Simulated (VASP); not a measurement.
A run of VASP 6.6.1 is set up as follows.

INCAR

```
ALGO = Normal
EDIFF = 1E-6
ENCUT = 500
GGA = PS
GGA_COMPAT = False
ISIF = 2
ISMEAR = 0
LASPH = True
LCHARG = False
LREAL = False
LWAVE = False
NBANDS = 16
NELM = 120
PREC = Accurate
SIGMA = 0.02
```

File KPOINTS:

```
k-points
0
Gamma
  4 4 4
```

Contents of POSCAR:

```
CdS
1.0
    0.0000000000      2.9121733497      2.9121733497
    2.9121733497      0.0000000000      2.9121733497
    2.9121733497      2.9121733497      0.0000000000
Cd S
1 1
Direct
    0.0000000000      0.0000000000      0.0000000000
    0.7500000000      0.7500000000      0.7500000000
```

Potentials or basis: VASP PAW PBE potentials, release 64 (Cd, S).

The run is started by

```console
$ cat potpaw_PBE.64/Cd/POTCAR potpaw_PBE.64/S/POTCAR > POTCAR
$ mpirun -np 1 vasp_std > vasp.out
```

(1) Predict the band gap on the k mesh.

(2) Estimate the pressure.

Answers

(1) 1.00 eV, direct.

(2) 0.6 GPa.

Caveat: the k points lie up to 0.47 Å⁻¹ apart; the PAW data sets were made with another functional, which shifts forces and pressure a little.
